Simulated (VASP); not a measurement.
# C in VASP: a series of runs

Runs on C. Level: r2SCAN. Tasks: single point.

Program: VASP 6.6.1. These are calculated values, not measurements. Logs are shortened: lines on timing, memory, paths and dates and some standing lists are left out, and cuts for length are marked.

## (1) The cell of the first run

The typed cell holds 2 atoms: a = 2.441 Å, b = 2.441 Å, c = 3.374 Å, α = 111.23°, β = 111.23°, γ = 60.00°.

## (2) Single point, r2SCAN

Input file POSCAR:

```
C
1.0
    2.1139663214     -1.2204107271     -0.0121766980
    2.1139663214      1.2204107271     -0.0121766980
   -1.3927444695      0.0000000000      3.0731149591
C
2
Direct
    0.8334100012      0.8334100012      0.0002585102
    0.1665899988      0.1665899988      0.9997414898
```

Input file INCAR.step1:

```
PREC = Accurate ; ENCUT = 520
ISMEAR = 0 ; SIGMA = 0.02
LREAL = F ; LASPH = T
NELM = 80 ; NBANDS = 11
GGA = PE ; ALGO = Normal
EDIFF = 1E-4 ; LWAVE = T
LCHARG = F
```

Input file INCAR.step2:

```
PREC = Accurate ; ENCUT = 520
EDIFF = 1E-7 ; ISMEAR = 0
SIGMA = 0.02 ; LREAL = F
LASPH = T ; NELM = 80
ALGO = Normal ; ISIF = 2
LWAVE = F ; LCHARG = F
METAGGA = R2SCAN ; LMIXTAU = T
NBANDS = 11 ; ISTART = 1
```

Input file KPOINTS:

```
regular mesh
0
Gamma
  14 14 8
```

Potentials or basis: VASP PAW PBE potentials, release 64 (C).

The run is started by

```console
$ cat potpaw_PBE.64/C/POTCAR > POTCAR
$ cp INCAR.step1 INCAR
$ mpirun -np 1 vasp_std > vasp.out
$ cp INCAR.step2 INCAR
$ mpirun -np 1 vasp_std > vasp.out
```

OUTCAR:

```text
PREC = Accurate
   ENCUT = 520
   EDIFF = 1E-7
   ISMEAR = 0
   LREAL = F
   LASPH = T
   NELM = 80
   ISIF = 2
   METAGGA = R2SCAN
   ISTART = 1

 ion  position               nearest neighbor table
   1  0.833  0.833  0.000-   2 1.41   2 1.41   2 1.41
   2  0.167  0.167  1.000-   1 1.41   1 1.41   1 1.41

  LATTYP: Found a base centered monoclinic cell.
 ALAT       =     4.2280027815
 B/A-ratio  =     0.5772989235
 C/A-ratio  =     0.7980090997
 COS(beta)  =    -0.4180287430

  Lattice vectors:

 A1 = (   2.1139663214,  -1.2204107271,  -0.0121766980)
 A2 = (   2.1139663214,   1.2204107271,  -0.0121766980)
 A3 = (  -1.3927444695,   0.0000000000,   3.0731149591)

Analysis of symmetry for initial positions (statically):
=====================================================================
 Subroutine PRICEL returns:
 Original cell was already a primitive cell.

 Routine SETGRP: Setting up the symmetry group for a
 base centered monoclinic supercell.

 Subroutine GETGRP returns: Found  4 space group operations
 (whereof  4 operations were pure point group operations)
 out of a pool of  4 trial point group operations.

The static configuration has the point symmetry C_2h.

Analysis of symmetry for dynamics (positions and initial velocities):
=====================================================================
 Subroutine PRICEL returns:
 Original cell was already a primitive cell.

 Routine SETGRP: Setting up the symmetry group for a
 base centered monoclinic supercell.

 Subroutine GETGRP returns: Found  4 space group operations
 (whereof  4 operations were pure point group operations)
 out of a pool of  4 trial point group operations.

The dynamic configuration has the point symmetry C_2h.

 Subroutine INISYM returns: Found  4 space group operations
 (whereof  4 operations are pure point group operations),
 and found     1 'primitive' translations

----------------------------------------------------------------------------------------

                                     Primitive cell

  volume of cell :      15.8153

  direct lattice vectors                    reciprocal lattice vectors
     2.113966321 -1.220410727 -0.012176698     0.237141274 -0.409698136  0.107473102
     2.113966321  1.220410727 -0.012176698     0.237141274  0.409698136  0.107473102
    -1.392744469  0.000000000  3.073114959     0.001879264  0.000000000  0.326254419

  length of vectors
     2.440984273  2.440984273  3.373984693     0.485426631  0.485426631  0.326259831

  position of ions in fractional coordinates (direct lattice)
     0.833410001  0.833410001  0.000258510
     0.166589999  0.166589999  0.999741490

  ion indices of the primitive-cell ions
   primitive index   ion index
                 1           1
                 2           2

----------------------------------------------------------------------------------------

 KPOINTS: regular mesh

Automatic generation of k-mesh.
 Grid dimensions read from file:
 generate k-points for:   14   14    8

 Generating k-lattice:

  Cartesian coordinates                     Fractional coordinates (reciprocal lattice)
     0.016938662 -0.029264153  0.007676650     0.071428571  0.000000000  0.000000000
     0.016938662  0.029264153  0.007676650     0.000000000  0.071428571  0.000000000
     0.000234908  0.000000000  0.040781802     0.000000000  0.000000000  0.125000000

  Length of vectors
     0.034673331  0.034673331  0.040782479

  Shift w.r.t. Gamma in fractional coordinates (k-lattice)
     0.000000000  0.000000000  0.000000000

 Subroutine IBZKPT returns following result:
 ===========================================

 Found    429 irreducible k-points:

 Following reciprocal coordinates:
            Coordinates               Weight
  0.000000  0.000000  0.000000      1.000000
  0.071429  0.000000 -0.000000      4.000000
  0.142857 -0.000000 -0.000000      4.000000
  0.214286 -0.000000  0.000000      4.000000
  0.285714  0.000000 -0.000000      4.000000
  0.357143 -0.000000 -0.000000      4.000000
[... 16 lines left out ...]
  0.214286  0.142857 -0.000000      4.000000
  0.285714  0.142857 -0.000000      4.000000
 [... further k-points ...]
   k-points           NKPTS =    429   k-points in BZ     NKDIM =    429   number of bands    NBANDS=     11
   number of dos      NEDOS =    301   number of ions     NIONS =      2
   total plane-waves  NPLWV =   9072
   dimension x,y,z NGX =    18 NGY =   18 NGZ =   28
   dimension x,y,z NGXF=    36 NGYF=   36 NGZF=   56
   ions per type =               2
   NGX,Y,Z   is equivalent  to a cutoff of  12.26, 12.26, 13.80 a.u.
   NGXF,Y,Z  is equivalent  to a cutoff of  24.52, 24.52, 27.59 a.u.
 SYSTEM =  unknown system
   PREC   = accura    normal or accurate (medium, high low for compatibility)
   ISTART =      1    job   : 0-new  1-cont  2-samecut
   ICHARG =      0    charge: 1-file 2-atom 10-const
   ISPIN  =      1    spin polarized calculation?
   LNONCOLLINEAR =      F non collinear calculations
   LSORBIT =      F    spin-orbit coupling
   LASPH  =      T    aspherical Exc in radial PAW
   ENCUT  =  520.0 eV  38.22 Ry    6.18 a.u.   4.54  4.54  6.27*2*pi/ulx,y,z
   NELM   =     80;   NELMIN=  2; NELMDL=  0     # of ELM steps
   EDIFF  = 0.1E-06   stopping-criterion for ELM
   LREAL  =      F    real-space projection
   EDIFFG = 0.1E-05   stopping-criterion for IOM
   NSW    =      0    number of steps for IOM
   IBRION =     -1    ionic relax: 0-MD 1-quasi-New 2-CG
   NFREE  =      0    steps in history (QN), initial steepest desc. (CG)
   ISIF   =      2    stress and relaxation
   ISYM   =      2    0-nonsym 1-usesym 2-fastsym
   POTIM  = 0.5000    time-step for ionic-motion
   TEBEG  =    0.0;   TEEND  =   0.0 temperature during run
   PSTRESS=    0.0 pullay stress
   NELECT =       8.0000    total number of electrons
   NUPDOWN=      -1.0000    fix difference up-down
   EMIN   =  10.00;   EMAX   =-10.00  energy-range for DOS
   EFERMI =   0.00;   METHOD = LEGACY
   ISMEAR =     0;   SIGMA  =   0.02  broadening in eV -4-tet -1-fermi 0-gaus
   EFERMI_NEDOS =   21; number of points for ismear=-14 and -15
   IALGO  =     38    algorithm
   IMIX   =      4    mixing-type and parameters
     AMIX     =   0.40;   BMIX     =  1.00
     AMIX_MAG =   1.60;   BMIX_MAG =  1.00
  volume/ion in A,a.u.               =       7.91        53.36
  Fermi-wavevector in a.u.,A,eV,Ry     =   1.304404  2.464967 23.149918  1.701471
  Thomas-Fermi vector in A             =   2.435342
   LORBIT       =      0    0 simple, 1 ext, 2 COOP (PROOUT), +10 PAW based schemes
   METAGGA = R2SCAN    functional components
   LHFCALC =     F    Hartree Fock is set to
   AEXX    =    0.0000 exact exchange contribution
   IVDW    =     0    specifies the selected vdW correction
   LEPSILON=     F    determine dielectric tensor
   LRPA    =     F    only Hartree local field effects (RPA)
 non-spin polarized calculation
 Gauss-broadening in eV      SIGMA  =   0.02
  energy-cutoff  :      520.00
  volume of cell :       15.82
 maximum number of plane-waves:       450
   NGX =  9   NGY =  9   NGZ = 13

 number of electron       8.0000001 magnetization

 Free energy of the ion-electron system (eV)
  ---------------------------------------------------
  ext. energy  EPLUGINS =         0.00000000
  ---------------------------------------------------
  free energy    TOTEN  =       -19.82644910 eV

  energy without entropy =      -19.82644910  energy(sigma->0) =      -19.82644910

 E-fermi :   5.6869     XC(G=0): -11.8320

 val. band max:        5.5896878126   @ k =  -0.3571   0.3571   0.5000
 cond. band min:       5.9363753382   @ k =  -0.3571   0.3571   0.5000
 fundamental gap:      0.3466875257
 Fermi energy:         5.6869030356

 k-point     1 :       0.0000    0.0000    0.0000
  band No.  band energies     occupation
      1     -15.5980      2.00000
      2      -0.8611      2.00000
      3       2.5148      2.00000
      4       2.5167      2.00000
      5      11.0832      0.00000
      6      14.5917      0.00000
      7      14.5973      0.00000
      8      18.1804      0.00000
      9      19.5719      0.00000
     10      30.1951      0.00000
     11      34.2420      0.00000

 k-point     2 :       0.0714    0.0000   -0.0000
  band No.  band energies     occupation
      1     -15.4637      2.00000
      2      -0.7369      2.00000
      3       1.9867      2.00000
      4       2.2419      2.00000
      5      11.2690      0.00000
      6      14.6859      0.00000
      7      15.1536      0.00000
      8      17.6824      0.00000
      9      19.8060      0.00000
     10      30.6120      0.00000
     11      32.5938      0.00000

 k-point     3 :       0.1429   -0.0000   -0.0000
  band No.  band energies     occupation
      1     -15.0621      2.00000
      2      -0.3656      2.00000
      3       0.6038      2.00000
      4       1.5632      2.00000
      5      11.8247      0.00000
      6      14.7660      0.00000
      7      16.3623      0.00000
      8      16.6801      0.00000
      9      20.5409      0.00000
     10      29.7689      0.00000
     11      31.0077      0.00000

 k-point     4 :       0.2143   -0.0000    0.0000
  band No.  band energies     occupation
      1     -14.3973      2.00000
      2      -1.2584      2.00000
      3       0.2497      2.00000
      4       0.7442      2.00000
      5      12.7212      0.00000
      6      14.3775      0.00000
      7      14.8537      0.00000
      8      18.8710      0.00000
      9      21.6412      0.00000
     10      27.5591      0.00000
     11      29.3390      0.00000

 k-point     5 :       0.2857    0.0000   -0.0000
  band No.  band energies     occupation
      1     -13.4768      2.00000
      2      -3.3043      2.00000
      3      -0.0192      2.00000
      4       1.0906      2.00000
      5      12.3832      0.00000
      6      13.9335      0.00000
      7      14.6558      0.00000
      8      21.4462      0.00000
      9      22.5299      0.00000
     10      26.1948      0.00000
     11      28.0163      0.00000
[... 211 lines left out ...]
 k-point    21 :      -0.0714    0.0714    0.0000
  band No.  band energies     occupation
      1     -15.2043      2.00000
      2      -0.4229      2.00000
      3       1.1131      2.00000
      4       1.6870      2.00000
      5      11.5235      0.00000
      6      14.9339      0.00000
      7      15.9773      0.00000
      8      16.7632      0.00000
      9      20.3542      0.00000
     10      29.8038      0.00000
     11      31.3583      0.00000

 k-point    22 :       0.1429    0.1429   -0.0000
  band No.  band energies     occupation
      1     -15.0292      2.00000
      2      -0.6126      2.00000
      3       0.6416      2.00000
      4       1.5283      2.00000
      5      12.2692      0.00000
      6      14.6811      0.00000
      7      16.3022      0.00000
      8      16.6948      0.00000
      9      20.5986      0.00000
     10      29.2832      0.00000
     11      31.6763      0.00000

 k-point    23 :       0.2143    0.1429   -0.0000
  band No.  band energies     occupation
      1     -14.6149      2.00000
      2      -0.3767      2.00000
      3      -0.3243      2.00000
      4       0.7834      2.00000
      5      13.0094      0.00000
      6      14.8548      0.00000
      7      15.3546      0.00000
      8      17.4305      0.00000
      9      21.5717      0.00000
     10      27.3249      0.00000
     11      32.0993      0.00000

 k-point    24 :       0.2857    0.1429   -0.0000
  band No.  band energies     occupation
      1     -13.9412      2.00000
      2      -1.6633      2.00000
      3      -0.3565      2.00000
      4       0.1899      2.00000
      5      13.5533      0.00000
      6      14.0673      0.00000
      7      16.1075      0.00000
      8      17.8210      0.00000
      9      23.1522      0.00000
     10      25.2071      0.00000
     11      31.6169      0.00000

 [... further k-points ...]

------------------------ aborting loop because EDIFF is reached ----------------------------------------

  FORCE on cell =-STRESS in cart. coord.  units (eV):
  Direction    XX          YY          ZZ          XY          YZ          ZX
  --------------------------------------------------------------------------------------
  -------------------------------------------------------------------------------------
  Total        0.9070043      0.9071364      0.7773893      0.0000000      0.0000000     -0.0011117
  in kB       91.8845040     91.8978867     78.7537867      0.0000000      0.0000000     -0.1126244
  external PRESSURE =      87.5120591 kB  Pullay stress =       0.0000000 kB

 VOLUME and BASIS-vectors are now :
 -----------------------------------------------------------------------------
  energy-cutoff  :      520.00
  volume of cell :       15.82
      direct lattice vectors                 reciprocal lattice vectors
     2.113966321 -1.220410727 -0.012176698     0.237141274 -0.409698136  0.107473102
     2.113966321  1.220410727 -0.012176698     0.237141274  0.409698136  0.107473102
    -1.392744469  0.000000000  3.073114959     0.001879264  0.000000000  0.326254419

 POSITION                                       TOTAL-FORCE (eV/Angst)
 -----------------------------------------------------------------------------------
      3.52324      0.00000     -0.01950        -0.000421      0.000000      0.000179
     -0.68805      0.00000      3.06826         0.000421      0.000000     -0.000179
 -----------------------------------------------------------------------------------
    total drift:                                0.000000      0.000000     -0.000000

  FREE ENERGIE OF THE ION-ELECTRON SYSTEM (eV)
  ---------------------------------------------------
  free  energy   TOTEN  =       -19.8264491002 eV

  energy  without entropy=      -19.8264491002  energy(sigma->0) =      -19.82644910
```

Run time: 1.8 min. Hardware: 1 thread of Intel Xeon 6975P-C (Granite Rapids), shared host; peak memory 0.17 GiB.

What came out:

| Item | Value |
| --- | --- |
| Free energy | -19.8264 eV |
| Pressure | 8.8 GPa |

Caveat: the cell stands under pressure; the PAW data sets were made with another functional, which shifts forces and pressure a little.

## (3) Single point, r2SCAN

This run uses another cell than the first one, of 6.12 Å³/atom.

Input file POSCAR:

```
C
1.0
    2.0595272616     -1.1890870654     -0.0114928731
    2.0595272616      1.1890870654     -0.0114928731
   -1.3590814074      0.0000000000      2.5051489734
C
2
Direct
    0.8350249915      0.8350249915      0.0050749473
    0.1649750085      0.1649750085      0.9949250527
```

Input file INCAR.step1:

```
PREC = Accurate ; ENCUT = 520
ISMEAR = 0 ; SIGMA = 0.02
LREAL = False ; LASPH = True
NELM = 80 ; NBANDS = 11
GGA = PE ; ALGO = Normal
EDIFF = 1E-4 ; LWAVE = True
LCHARG = False
```

Input file INCAR.step2:

```
PREC = Accurate ; ENCUT = 520
EDIFF = 1E-6 ; ISMEAR = 0
SIGMA = 0.02 ; LREAL = False
LASPH = True ; NELM = 80
ALGO = Normal ; ISIF = 2
LWAVE = False ; LCHARG = True
METAGGA = R2SCAN ; LMIXTAU = True
LELF = True ; LVHAR = True
NBANDS = 11 ; ISTART = 1
```

Input file KPOINTS:

```
Automatic mesh
0
Gamma
  18 18 18
```

Potentials or basis: VASP PAW PBE potentials, release 64 (C).

The run is started by

```console
$ cat potpaw_PBE.64/C/POTCAR > POTCAR
$ cp INCAR.step1 INCAR
$ mpirun -np 1 vasp_std > vasp.out
$ cp INCAR.step2 INCAR
$ mpirun -np 1 vasp_std > vasp.out
```

It took 1.9 min on 1 thread of Intel Xeon 6975P-C (Granite Rapids), shared host; peak memory 0.17 GiB.

It converged, with:

* Free energy: -19.2023 eV
* Pressure: 61.0 GPa

Forces in eV/Å, atoms in the order of the input:
```
C    0.000  0.000  0.002
C    0.000  0.000 -0.002
```

Stress tensor (GPa, compression positive):
```
61.61  0.00 -0.01
 0.00 61.61  0.00
-0.01  0.00 59.83
```

Caveat: the cell stands under pressure; the PAW data sets were made with another functional, which shifts forces and pressure a little.

## (4) Single point, r2SCAN

This run uses another cell than the first one, of 8.47 Å³/atom.

Input file POSCAR:

```
C
1.0
    2.1214825881     -1.2248418107     -0.0114306164
    2.1214825881      1.2248418107     -0.0114306164
   -1.3954946117      0.0000000000      3.2670703557
C
2
Direct
    0.8333614318      0.8333614318      0.0000869956
    0.1666385682      0.1666385682      0.9999130044
```

Input file INCAR.step1:

```
SYSTEM = C
ALGO     = Normal         ! electronic algorithm
EDIFF    = 1E-4           ! SCF threshold, eV
ENCUT    = 520            ! plane-wave cutoff, eV
GGA      = PE             ! functional
ISMEAR   = 0              ! smearing method
LASPH    = .TRUE.         ! aspherical terms in the spheres
LCHARG   = .FALSE.        ! write CHGCAR
LREAL    = .FALSE.        ! projectors in reciprocal space
LWAVE    = .TRUE.         ! write WAVECAR
NBANDS   = 11             ! bands
NELM     = 80             ! most SCF steps
PREC     = Accurate       ! precision mode
SIGMA    = 0.02           ! smearing width, eV
```

Input file INCAR.step2:

```
SYSTEM = C
ALGO     = Normal         ! electronic algorithm
EDIFF    = 1E-6           ! SCF threshold, eV
ENCUT    = 520            ! plane-wave cutoff, eV
ISIF     = 2              ! what is computed and relaxed
ISMEAR   = 0              ! smearing method
ISTART   = 1            
LASPH    = .TRUE.         ! aspherical terms in the spheres
LCHARG   = .FALSE.        ! write CHGCAR
LMIXTAU  = .TRUE.       
LREAL    = .FALSE.        ! projectors in reciprocal space
LWAVE    = .FALSE.        ! write WAVECAR
METAGGA  = R2SCAN         ! meta-GGA
NBANDS   = 11             ! bands
NELM     = 80             ! most SCF steps
PREC     = Accurate       ! precision mode
SIGMA    = 0.02           ! smearing width, eV
```

Input file KPOINTS:

```
k-points
0
G
  14 14 8
  0 0 0
```

The run is started by

```console
$ cat potpaw_PBE.64/C/POTCAR > POTCAR
$ cp INCAR.step1 INCAR
$ mpirun -np 1 vasp_std > vasp.out
$ cp INCAR.step2 INCAR
$ mpirun -np 1 vasp_std > vasp.out
```

Run time: 1.8 min. Hardware: 1 thread of Intel Xeon 6975P-C (Granite Rapids), shared host; peak memory 0.17 GiB.

Results (log left out):

```
Free energy : -19.8644 eV
Pressure    : 3.7 GPa
```

Stress tensor (GPa, compression positive):
```
 4.13  0.00 -0.01
 0.00  4.14  0.00
-0.01  0.00  2.91
```

Caveat: the cell stands under pressure; the PAW data sets were made with another functional, which shifts forces and pressure a little.

## (5) Summary

```csv
cell,k mesh,pressure (GPa)
"a = 2.441, b = 2.441, c = 3.374 Å, angles 111.2, 111.2, 60.0°, 2 atoms, atomic positions A",14 × 14 × 8,8.8
"a = 2.378, b = 2.378, c = 2.850 Å, angles 114.7, 114.7, 60.0°, 2 atoms, atomic positions B",18 × 18 × 18,61.0
"a = 2.450, b = 2.450, c = 3.553 Å, angles 110.1, 110.1, 60.0°, 2 atoms, atomic positions A",14 × 14 × 8,3.7
```

Alike in all rows: task single point; level r2SCAN; potentials or basis VASP PAW PBE potentials, release 64 (C); no spin polarisation; cutoff (eV) 520; smearing gaussian 0.02 eV.

Caveats: the cell stands under pressure; the PAW data sets were made with another functional, which shifts forces and pressure a little.

Absolute energies hang on the potentials; compare differences alone.
